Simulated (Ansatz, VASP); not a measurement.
# One calculation of NaCl, two programs

The input INCAR:

```
PREC = Accurate
ENCUT = 520
EDIFF = 1E-7
ISMEAR = 0
SIGMA = 0.1
LREAL = F
LASPH = T
NELM = 60
ALGO = Normal
ISIF = 2
LWAVE = F
LCHARG = F
GGA = PE
IVDW = 13
NBANDS = 14
```

Contents of KPOINTS:

```
regular mesh
0
Gamma
  4 4 4
```

Contents of POSCAR:

```
NaCl
1.0
    3.5021900000      0.0000000000      0.0000000000
    0.0000000000      3.5021900000      0.0000000000
    0.0000000000      0.0000000000      3.5021900000
Na Cl
1 1
Direct
    0.0000000000      0.0000000000      0.0000000000
    0.5000000000      0.5000000000      0.5000000000
```

Input for Ansatz:

```yaml
crystal:
  lattice:
    - [3.50219, 0.0, 0.0]
    - [0.0, 3.50219, 0.0]
    - [0.0, 0.0, 3.50219]
  atoms:
    - { symbol: Na, position: [0.0, 0.0, 0.0] }
    - { symbol: Cl, position: [0.5, 0.5, 0.5] }
basis:
  ecutwfc: 420
kpoints:
  mp_grid: { grid: [4, 4, 4] }
hamiltonian:
  xc: pbe
  dispersion: d4
scf:
  occupations: { method: gaussian, width: 0.1 }
output:
  forces: true
  stress: true
  eigenvalues: true
```

Alike in both runs: task single point; functional PBE; dispersion D4; k mesh 4 × 4 × 4; occupations gaussian, width 0.1 eV; no spin polarisation.

```csv
,VASP,Ansatz
version,VASP 6.6.1,Ansatz 0.2.0
potentials or method,"VASP PAW PBE potentials, release 64 (Na_pv, Cl), cutoff 520 eV","scalar-relativistic, plane waves, PAW"
valence electrons in the cell,14,16
```

```csv
,VASP,Ansatz,Ansatz less VASP
gap on the k mesh at the Fermi level (eV),3.97,3.97,0.000
least direct gap on the mesh (eV),4.46,4.46,0.000
pressure (GPa),-0.6,-0.6,+0.05
```

VASP's potentials hold 14 valence electrons a cell and Ansatz's 16, so a difference there can come from the potentials and not from the codes.

The k mesh is coarse, so the values compare programs but aren't converged.
